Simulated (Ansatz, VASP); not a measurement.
## Two plane-wave programs on Sc2Al5

```xyz
14
Lattice="4.1053 0.0000 0.0000 0.0000 5.8058 0.0000 0.0000 0.0000 13.7087" Properties=species:S:1:pos:R:3 pbc="T T T"
Sc    0.0000    2.9029    2.5000
Sc    0.0000    0.0000    5.4029
Sc    0.0000    2.9029    8.3058
Sc    0.0000    0.0000   11.2087
Al    0.0000    0.0000    2.5000
Al    2.0527    1.4515    3.9515
Al    2.0527    4.3544    3.9515
Al    0.0000    2.9029    5.4029
Al    2.0527    4.3544    6.8544
Al    2.0527    1.4515    6.8544
Al    0.0000    0.0000    8.3058
Al    2.0527    1.4515    9.7573
Al    2.0527    4.3544    9.7573
Al    0.0000    2.9029   11.2087
```

Alike in both runs: task single point; functional PBE; k mesh 9 × 6 × 1; occupations gaussian, width 0.1 eV; no spin polarisation.

```csv
,VASP,Ansatz
version,VASP 6.6.1,Ansatz 0.2.0
potentials or method,"VASP PAW PBE potentials, release 64 (Sc_sv, Al), cutoff 520 eV","scalar-relativistic, plane waves, PAW"
valence electrons in the cell,74,74
```

|  | VASP | Ansatz | Ansatz less VASP |
| --- | --- | --- | --- |
| gap on the k mesh at the Fermi level (eV) | none | none | - |
| rms of the force components (eV/Å) | 0.146 | 0.145 | -0.0007 |

A gap of «none» marks a metal or a gap that the smearing closes. With one functional, cell and mesh, what is left measures potentials, basis and numerics.
